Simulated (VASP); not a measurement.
# Al32Co (a cell with a defect) in VASP: single point with PBE

Aim: the single point of Al32Co (a cell with a defect) with PBE.

Program: VASP 6.6.1. These are calculated values, not measurements. Logs are shortened: lines on timing, memory, paths and dates and some standing lists are left out, and cuts for length are marked.

### Step 1. The cell of the first run

The cell holds a defect, 33 atoms: a = 8.100 Å, b = 8.100 Å, c = 8.100 Å, α = 90.00°, β = 90.00°, γ = 90.00°.

### Step 2. Single point, PBE, collinear spin, zero start

The input, INCAR:

```
ALGO = Normal
EDIFF = 1E-7
ENCUT = 520
GGA = PE
ISIF = 2
ISMEAR = -1
ISPIN = 2
LASPH = True
LCHARG = False
LMAXMIX = 4
LORBIT = 11
LREAL = Auto
LWAVE = False
MAGMOM = 0 0 0 0 0 0 0 0 0 0 0 0 0 0 0 0 0 0 0 0 0 0 0 0 0 0 0 0 0 0 0 0 0
NBANDS = 78
NELM = 150
PREC = Accurate
SIGMA = 0.15
```

The input, KPOINTS:

```
k-points
0
Gamma
  2 2 2
```

The input, POSCAR:

```
Al32Co
1.0
    8.1000000000      0.0000000000      0.0000000000
    0.0000000000      8.1000000000      0.0000000000
    0.0000000000      0.0000000000      8.1000000000
Al Co
32 1
Direct
    0.5074032099      0.0105928395     -0.0051785185
    0.7465898765      0.2568811111     -0.0013709877
    0.7434455556      0.0067570370      0.2509301235
   -0.0129498765      0.0098935802     -0.0019816049
    0.2460197531      0.2643181481     -0.0102064198
    0.5000955556      0.5000614815      0.0012017284
    0.7455006173      0.7534524691      0.0003909877
    0.2501497531      0.0661214815      0.2299060494
    0.5073640741      0.2648038272      0.2506627160
    0.7446890123      0.5007413580      0.2531235802
    0.4717222222     -0.0113386420      0.4902929630
    0.7488407407      0.2401113580      0.5019743210
    0.7481933333      0.0009243210      0.7426734568
   -0.0085655556      0.4992812346     -0.0005244444
    0.2450614815      0.7603085185      0.0067233333
   -0.0127198765      0.2642554321      0.2498055556
    0.2453459259      0.5050756790      0.2610782716
    0.5152622222      0.7490960494      0.2500172840
    0.0215585185     -0.0152545679      0.4856250617
    0.2467539506      0.2612941975      0.5065988889
    0.5103335802      0.4913682716      0.5118964198
    0.7435604938      0.7505509877      0.5076471605
    0.2465788889      0.0023920988      0.7606091358
    0.4995656790      0.2456823457      0.7477190123
    0.7472083951      0.4980701235      0.7579918519
   -0.0337253086      0.7470097531      0.2476844444
   -0.0138654321      0.4965703704      0.5104835802
    0.2531032099      0.7231351852      0.5639034568
   -0.0055817284      0.2441866667      0.7456417284
    0.2458008642      0.4887659259      0.7685356790
    0.5070833333      0.7494451852      0.7662230864
   -0.0107649383      0.7496233333      0.7629554321
    0.2387660494      0.8012111111      0.3015258025
```

Potentials or basis: VASP PAW PBE potentials, release 64 (Al, Co).

The run is started by

```sh
cat potpaw_PBE.64/Al/POTCAR potpaw_PBE.64/Co/POTCAR > POTCAR
mpirun -np 1 vasp_std > vasp.out
```

OUTCAR:

```text
EDIFF = 1E-7
   ENCUT = 520
   GGA = PE
   ISIF = 2
   ISMEAR = -1
   ISPIN = 2
   LASPH = True
   LORBIT = 11
   LREAL = Auto
   NELM = 150
   PREC = Accurate

 ion  position               nearest neighbor table
   1  0.507  0.011  0.995-  24 2.76   2 2.78  31 2.81   3 2.82  13 2.83   7 2.84  23 2.84   8 2.86
                             9 2.92  15 2.94   5 2.95  18 2.96
   2  0.747  0.257  0.999-  25 2.76   1 2.78  14 2.79   4 2.79   6 2.80   9 2.82  16 2.82  24 2.85
                            10 2.86  29 2.87   3 2.88  13 2.93
   3  0.743  0.007  0.251-  26 2.77  12 2.78  18 2.79   1 2.82   9 2.83   4 2.84  16 2.87   2 2.88
                             7 2.89  11 2.94  22 2.94  19 2.95
   4  0.987  0.010  0.998-  29 2.79   2 2.79  13 2.83  32 2.84   3 2.84  23 2.85   7 2.85   8 2.88
                            16 2.90  15 2.91   5 2.94  26 2.94
   5  0.246  0.264  0.990-   8 2.52  30 2.55  14 2.81   6 2.81  23 2.82  24 2.84  29 2.84  17 2.94
                             4 2.94   1 2.95  16 2.97   9 2.99
   6  0.500  0.500  0.001-  31 2.78   9 2.78  30 2.79   2 2.80  25 2.81   5 2.81  10 2.84  18 2.85
                             7 2.86  24 2.91  17 2.95  15 2.95
   7  0.746  0.753  0.000-  26 2.69  31 2.71  18 2.75  32 2.76   1 2.84  25 2.85   4 2.85   6 2.86
                            14 2.86   3 2.89  13 2.89  10 2.89
   8  0.250  0.066  0.230-  33 2.22   5 2.52   9 2.64  16 2.67  20 2.74  11 2.84  19 2.86   1 2.86
                             4 2.88  15 3.07  18 3.35
   9  0.507  0.265  0.251-   8 2.64  10 2.71   6 2.78  21 2.80   2 2.82  12 2.83   3 2.83  17 2.88
[... 34 lines left out ...]
                            27 2.94  15 2.99  17 2.99
  27  0.986  0.497  0.510-  25 2.79  29 2.79  16 2.83  12 2.83  20 2.84  22 2.84  10 2.86  28 2.87
                            32 2.90  17 2.91  26 2.94  30 2.97
  28  0.253  0.723  0.564-  33 2.22  30 2.52  31 2.64  32 2.69  23 2.77  21 2.84  11 2.85  27 2.87
                            19 2.90  17 3.02  18 3.32
  29  0.994  0.244  0.746-   4 2.79  27 2.79  12 2.80  13 2.80  20 2.82  23 2.83   5 2.84  30 2.85
                             2 2.87  25 2.87  14 2.92  19 2.98
  30  0.246  0.489  0.769-  28 2.52   5 2.55  14 2.78   6 2.79  20 2.81  29 2.85  24 2.85  15 2.93
                            32 2.96  27 2.97  21 2.99  31 2.99
  31  0.507  0.749  0.766-  28 2.64   7 2.71   6 2.78   1 2.81  25 2.82  13 2.83  22 2.84  15 2.88
                            21 2.94  23 2.94  11 2.97  30 2.99
  32  0.989  0.750  0.763-  28 2.69   7 2.76  14 2.79  13 2.83  25 2.83   4 2.84  15 2.86  22 2.87
                            27 2.90  23 2.92  19 2.96  30 2.96
  33  0.239  0.801  0.302-  28 2.22   8 2.22  26 2.29  18 2.32  15 2.41  17 2.42  19 2.74  11 2.86

  LATTYP: Found a simple cubic cell.
 ALAT       =     8.1000000000

  Lattice vectors:

 A1 = (   8.1000000000,   0.0000000000,   0.0000000000)
 A2 = (   0.0000000000,   8.1000000000,   0.0000000000)
 A3 = (   0.0000000000,   0.0000000000,   8.1000000000)

Analysis of symmetry for initial positions (statically):
=====================================================================
 Subroutine PRICEL returns:
 Original cell was already a primitive cell.

 Routine SETGRP: Setting up the symmetry group for a
 simple cubic supercell.

 Subroutine GETGRP returns: Found  1 space group operations
 (whereof  1 operations were pure point group operations)
 out of a pool of 48 trial point group operations.

The static configuration has the point symmetry C_1 .

Analysis of symmetry for dynamics (positions and initial velocities):
=====================================================================
 Subroutine PRICEL returns:
 Original cell was already a primitive cell.

 Routine SETGRP: Setting up the symmetry group for a
 simple cubic supercell.

 Subroutine GETGRP returns: Found  1 space group operations
 (whereof  1 operations were pure point group operations)
 out of a pool of 48 trial point group operations.

The dynamic configuration has the point symmetry C_1 .

Analysis of structural, dynamic, and magnetic symmetry:
=====================================================================
 Subroutine PRICEL returns:
 Original cell was already a primitive cell.

 Routine SETGRP: Setting up the symmetry group for a
 simple cubic supercell.

 Subroutine GETGRP returns: Found  1 space group operations
 (whereof  1 operations were pure point group operations)
 out of a pool of 48 trial point group operations.

The overall configuration has the point symmetry C_1 .

 Subroutine INISYM returns: Found  1 space group operations
 (whereof  1 operations are pure point group operations),
 and found     1 'primitive' translations

[... 116 lines left out ...]
  0.000000  0.000000  0.500000      1.000000
  0.500000  0.500000  0.000000      1.000000
  0.000000  0.500000  0.500000      1.000000
  0.500000  0.000000  0.500000      1.000000
  0.500000  0.500000  0.500000      1.000000
   k-points           NKPTS =      8   k-points in BZ     NKDIM =      8   number of bands    NBANDS=     78
   number of dos      NEDOS =    301   number of ions     NIONS =     33
   total plane-waves  NPLWV = 216000
   dimension x,y,z NGX =    60 NGY =   60 NGZ =   60
   dimension x,y,z NGXF=   120 NGYF=  120 NGZF=  120
   ions per type =              32   1
   NGX,Y,Z   is equivalent  to a cutoff of  12.31, 12.31, 12.31 a.u.
   NGXF,Y,Z  is equivalent  to a cutoff of  24.63, 24.63, 24.63 a.u.
 SYSTEM =  unknown system
   PREC   = accura    normal or accurate (medium, high low for compatibility)
   ISTART =      0    job   : 0-new  1-cont  2-samecut
   ICHARG =      2    charge: 1-file 2-atom 10-const
   ISPIN  =      2    spin polarized calculation?
   LNONCOLLINEAR =      F non collinear calculations
   LSORBIT =      F    spin-orbit coupling
   LASPH  =      T    aspherical Exc in radial PAW
   ENCUT  =  520.0 eV  38.22 Ry    6.18 a.u.  15.06 15.06 15.06*2*pi/ulx,y,z
   NELM   =    150;   NELMIN=  2; NELMDL= -5     # of ELM steps
   EDIFF  = 0.1E-06   stopping-criterion for ELM
   LREAL  =      T    real-space projection
   EDIFFG = 0.1E-05   stopping-criterion for IOM
   NSW    =      0    number of steps for IOM
   IBRION =     -1    ionic relax: 0-MD 1-quasi-New 2-CG
   NFREE  =      0    steps in history (QN), initial steepest desc. (CG)
   ISIF   =      2    stress and relaxation
   ISYM   =      2    0-nonsym 1-usesym 2-fastsym
   POTIM  = 0.5000    time-step for ionic-motion
   TEBEG  =    0.0;   TEEND  =   0.0 temperature during run
   PSTRESS=    0.0 pullay stress
   NELECT =     105.0000    total number of electrons
   NUPDOWN=      -1.0000    fix difference up-down
   EMIN   =  10.00;   EMAX   =-10.00  energy-range for DOS
   EFERMI =   0.00;   METHOD = LEGACY
   ISMEAR =    -1;   SIGMA  =   0.15  broadening in eV -4-tet -1-fermi 0-gaus
   EFERMI_NEDOS =   21; number of points for ismear=-14 and -15
   IALGO  =     38    algorithm
   IMIX   =      4    mixing-type and parameters
     AMIX     =   0.40;   BMIX     =  1.00
     AMIX_MAG =   1.60;   BMIX_MAG =  1.00
  volume/ion in A,a.u.               =      16.10       108.68
  Fermi-wavevector in a.u.,A,eV,Ry     =   0.953498  1.801849 12.369840  0.909158
  Thomas-Fermi vector in A             =   2.082158
   LORBIT       =     11    0 simple, 1 ext, 2 COOP (PROOUT), +10 PAW based schemes
   GGA     = PE    functional components
   LHFCALC =     F    Hartree Fock is set to
   AEXX    =    0.0000 exact exchange contribution
   IVDW    =     0    specifies the selected vdW correction
   LEPSILON=     F    determine dielectric tensor
   LRPA    =     F    only Hartree local field effects (RPA)
 spin polarized calculation
  energy-cutoff  :      520.00
  volume of cell :      531.44
 maximum number of plane-waves:     14400
   NGX = 31   NGY = 31   NGZ = 31

 number of electron     105.0000001 magnetization      -0.0000078

 number of electron     105.0000001 magnetization       0.0000002

 Free energy of the ion-electron system (eV)
  ---------------------------------------------------
  ext. energy  EPLUGINS =         0.00000000
  ---------------------------------------------------
  free energy    TOTEN  =      -127.23810330 eV

  energy without entropy =     -126.21549233  energy(sigma->0) =     -126.72679781

 E-fermi :   7.8924     XC(G=0): -10.2988

 val. band max:        7.8873902326   @ k =   0.0000   0.0000   0.5000
 cond. band min:       7.8940452937   @ k =   0.5000   0.0000   0.0000
 fundamental gap:      0.0066550611
 Fermi energy:         7.8924112055

 spin component 1

 k-point     1 :       0.0000    0.0000    0.0000
  band No.  band energies     occupation
      1      -3.0156      1.00000
      2      -0.9346      1.00000
      3      -0.8834      1.00000
      4      -0.7580      1.00000
      5      -0.7232      1.00000
      6      -0.7047      1.00000
[... 525 lines left out ...]
     63      11.2990      0.00000
     64      11.3735      0.00000
 Fermi energy:         7.8924112055

 spin component 2

 k-point     1 :       0.0000    0.0000    0.0000
  band No.  band energies     occupation
      1      -3.0156      1.00000
      2      -0.9346      1.00000
      3      -0.8834      1.00000
      4      -0.7580      1.00000
      5      -0.7232      1.00000
      6      -0.7047      1.00000
[... 525 lines left out ...]
     63      11.2990      0.00000
     64      11.3735      0.00000
 [bands above 64 left out]

------------------------ aborting loop because EDIFF is reached ----------------------------------------

  FORCE on cell =-STRESS in cart. coord.  units (eV):
  Direction    XX          YY          ZZ          XY          YZ          ZX
  --------------------------------------------------------------------------------------
  -------------------------------------------------------------------------------------
  Total        6.8774041      8.4523337      8.6980734      0.5051616     -4.8438247      0.5800369
  in kB       20.7338557     25.4819209     26.2227718      1.5229507    -14.6030623      1.7486831
  external PRESSURE =      24.1461828 kB  Pullay stress =       0.0000000 kB

 VOLUME and BASIS-vectors are now :
 -----------------------------------------------------------------------------
  energy-cutoff  :      520.00
  volume of cell :      531.44
      direct lattice vectors                 reciprocal lattice vectors
     8.100000000  0.000000000  0.000000000     0.123456790  0.000000000  0.000000000
     0.000000000  8.100000000  0.000000000     0.000000000  0.123456790  0.000000000
     0.000000000  0.000000000  8.100000000     0.000000000  0.000000000  0.123456790

 POSITION                                       TOTAL-FORCE (eV/Angst)
 -----------------------------------------------------------------------------------
      4.10997      0.08580      8.05805        -0.031777      0.019356      0.053716
      6.04738      2.08074      8.08889        -0.004103     -0.010388      0.024210
      6.02191      0.05473      2.03253         0.021480      0.026972      0.022090
      7.99511      0.08014      8.08395         0.008765      0.016257      0.036416
      1.99276      2.14098      8.01733         0.009443     -0.020659      0.057584
      4.05077      4.05050      0.00973         0.022943     -0.046392     -0.033502
[... 25 lines left out ...]
      8.01280      6.07195      6.17994        -0.003995      0.028751      0.016589
      1.93401      6.48981      2.44236         0.034610     -0.262250     -0.302278
 -----------------------------------------------------------------------------------
    total drift:                               -0.004243     -0.004868     -0.006527

  FREE ENERGIE OF THE ION-ELECTRON SYSTEM (eV)
  ---------------------------------------------------
  free  energy   TOTEN  =      -127.2381032966 eV

  energy  without entropy=     -126.2154923309  energy(sigma->0) =     -126.72679781

 total charge

# of ion       s       p       d       tot
------------------------------------------
    1        0.433   0.339   0.000   0.771
    2        0.428   0.356   0.000   0.784
    3        0.428   0.344   0.000   0.772
    4        0.433   0.333   0.000   0.766
    5        0.433   0.359   0.000   0.792
    6        0.430   0.351   0.000   0.781
[... 25 lines left out ...]
   32        0.429   0.345   0.000   0.775
   33        0.521   0.555   7.577   8.652
--------------------------------------------------
tot         14.303  11.710   7.577  33.589

 magnetization (x)

# of ion       s       p       d       tot
------------------------------------------
    1       -0.000  -0.000   0.000  -0.000
    2        0.000   0.000   0.000   0.000
    3        0.000  -0.000   0.000  -0.000
    4       -0.000  -0.000   0.000  -0.000
    5        0.000  -0.000   0.000   0.000
    6       -0.000  -0.000   0.000  -0.000
[... 25 lines left out ...]
   32       -0.000  -0.000   0.000  -0.000
   33        0.000   0.000  -0.000  -0.000
--------------------------------------------------
tot          0.000  -0.000  -0.000  -0.000
```

Wall time 37 min (1 thread of Intel Xeon 8259CL, shared host); peak memory 0.9 GiB.

What came out:

```
Free energy                                           : -127.2381 eV
Pressure                                              : 2.4 GPa
Largest force                                         : 0.402 eV/Å
Net moment                                            : 0.00 μB per cell
Valence electrons inside the program's atomic spheres : Al 0.77, 0.78, 0.79, 0.84, 0.74, 0.76, 0.81 (each value once); Co 8.65
```

Forces on the atoms (eV/Å):
```
Al  -0.032  0.019  0.054
Al  -0.004 -0.010  0.024
Al   0.021  0.027  0.022
Al   0.009  0.016  0.036
Al   0.009 -0.021  0.058
Al   0.023 -0.046 -0.034
Al  -0.010  0.002 -0.045
Al  -0.038 -0.037  0.130
Al  -0.041 -0.014  0.040
Al   0.001 -0.060  0.020
Al  -0.042 -0.023 -0.032
Al  -0.008  0.016  0.032
Al  -0.007  0.029  0.013
Al  -0.016 -0.044 -0.026
Al   0.012 -0.017 -0.080
Al   0.019 -0.013  0.046
Al   0.011 -0.062 -0.015
Al   0.120 -0.047 -0.044
Al   0.117 -0.049 -0.022
Al   0.003  0.049  0.047
Al  -0.053  0.072  0.025
Al   0.016  0.022  0.030
Al   0.002  0.072  0.058
Al   0.015  0.014  0.004
Al  -0.011  0.019 -0.003
Al  -0.044 -0.036 -0.034
Al   0.013  0.037  0.023
Al  -0.076  0.187  0.008
Al  -0.013  0.024  0.021
Al   0.016  0.072 -0.051
Al  -0.042  0.032 -0.022
Al  -0.004  0.029  0.017
Co   0.035 -0.262 -0.302
```

Levels at points of the mesh, in eV from the Fermi level:
Spin up:
```tsv
k point	band 49	band 50	band 51	band 52	band 53	band 54	band 55	band 56
(0.00, 0.00, 0.00)	-0.23	-0.09	0.18	0.24	0.41	0.48	0.53	0.63
(0.50, 0.00, 0.00)	-0.53	-0.18	-0.13	-0.10	-0.03	0.00	0.12	0.13
(0.00, 0.50, 0.00)	-0.35	-0.28	-0.15	-0.11	-0.09	-0.01	0.05	0.10
(0.00, 0.00, 0.50)	-0.34	-0.28	-0.15	-0.11	-0.09	-0.01	0.05	0.10
(0.50, 0.50, 0.00)	-0.54	-0.30	-0.19	-0.13	0.44	0.85	0.92	1.02
(0.00, 0.50, 0.50)	-0.62	-0.33	-0.26	-0.17	0.61	0.90	0.94	1.03
(0.50, 0.00, 0.50)	-0.54	-0.29	-0.19	-0.13	0.43	0.85	0.92	1.02
(0.50, 0.50, 0.50)	-0.56	-0.53	-0.51	-0.50	-0.49	-0.45	-0.36	-0.34
```
Spin down:
```csv
k point,band 50,band 51,band 52,band 53,band 54,band 55
"(0.00, 0.00, 0.00)",-0.09,0.18,0.24,0.41,0.48,0.53
"(0.50, 0.00, 0.00)",-0.18,-0.13,-0.10,-0.03,0.00,0.12
"(0.00, 0.50, 0.00)",-0.28,-0.15,-0.11,-0.09,-0.01,0.05
"(0.00, 0.00, 0.50)",-0.28,-0.15,-0.11,-0.09,-0.01,0.05
"(0.50, 0.50, 0.00)",-0.30,-0.19,-0.13,0.44,0.85,0.92
"(0.00, 0.50, 0.50)",-0.33,-0.26,-0.17,0.61,0.90,0.94
"(0.50, 0.00, 0.50)",-0.29,-0.19,-0.13,0.43,0.85,0.92
"(0.50, 0.50, 0.50)",-0.53,-0.51,-0.50,-0.49,-0.45,-0.36
```

Caveat: the k points lie up to 0.39 Å⁻¹ apart; no moment was typed at the start, so none could form.
